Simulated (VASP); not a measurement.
Set up this calculation in VASP 6.6.1, as the native input.

```
Task                   : single point
Functional             : LDA
Potentials or basis    : VASP PAW LDA potentials, release 64 (Co, O)
Cutoff                 : 520 eV
k mesh                 : 12 × 12 × 12
Occupations            : fermi-dirac, width 0.05 eV
Spin                   : collinear spin, ferromagnetic start
Starting moments       : [2.0, 0.0] μB
Dipole correction      : no
Further INCAR settings : ALGO = Normal; EDIFF = 1e-06; NBANDS = 18
```

The structure of CoO lies in POSCAR:

```
CoO
1.0
   -1.4978788897      1.4978788897      2.0931045106
    1.4978788897     -1.4978788897      2.0931045106
    1.4978788897      1.4978788897     -2.0931045106
Co O
1 1
Direct
    0.0000000000      0.0000000000      0.0000000000
    0.5000000000      0.5000000000      0.0000000000
```

One way to write it, as run:

INCAR

```
SYSTEM = CoO
ALGO = Normal
EDIFF = 1E-6
ENCUT = 520
ISIF = 2
ISMEAR = -1
ISPIN = 2
LASPH = .TRUE.
LCHARG = .FALSE.
LMAXMIX = 4
LORBIT = 11
LREAL = .FALSE.
LWAVE = .FALSE.
MAGMOM = 2 0
NBANDS = 18
NELM = 150
PREC = Accurate
SIGMA = 0.05
```

KPOINTS

```
k-points
0
G
  12 12 12
  0 0 0
```

Potentials or basis: VASP PAW LDA potentials, release 64 (Co, O).

Run with:

```console
$ cat potpaw_LDA.64/Co/POTCAR potpaw_LDA.64/O/POTCAR > POTCAR
$ mpirun -np 1 vasp_std > vasp.out
```

It gave:

```
Pressure                                              : -17.9 GPa
Net moment                                            : 2.54 μB per cell
Site moments                                          : Co +2.24; O +0.24 μB
Valence electrons inside the program's atomic spheres : Co 7.90; O 4.93
```

Caveat: a cell with one magnetic atom can't hold antiferromagnetic order, which such compounds often take.

It took 36 s on 1 thread of Intel(R) Xeon(R) 6975P-C (Granite Rapids), with other jobs on the host, peak memory 0.2 GiB.
